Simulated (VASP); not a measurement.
Here is a VASP 6.6.1 calculation.

INCAR

```
PREC = Accurate
ENCUT = 520
EDIFF = 1E-6
ISMEAR = 0
SIGMA = 0.1
LREAL = F
LASPH = T
NELM = 100
ALGO = Normal
ISIF = 2
LWAVE = F
LCHARG = F
LDIPOL = T
IDIPOL = 3
DIPOL = 0.5 0.5 0.347
GGA = PE
NBANDS = 38
```

KPOINTS

```
Automatic mesh
0
Gamma
  8 8 1
```

Contents of POSCAR:

```
W4N
1.0
    3.1836991685      0.0000000000      0.0000000000
    0.0000000000      3.1836991685      0.0000000000
    0.0000000000      0.0000000000     20.1425775594
W N
4 1
Direct
    0.5000000000      0.5000000000      0.1985843166
    0.0000000000      0.0000000000      0.2776134071
    0.5000000000      0.5000000000      0.3599451789
    0.0000000000      0.0000000000      0.4290700897
    0.3750000000      0.3750000000      0.4673485244
```

Potentials or basis: VASP PAW PBE potentials, release 64 (W_sv, N).

The run is started by

```console
$ cat potpaw_PBE.64/W_sv/POTCAR potpaw_PBE.64/N/POTCAR > POTCAR
$ mpirun -np 1 vasp_std > vasp.out
```

(1) Predict the largest force.

Results:

(1) 3.399 eV/Å.
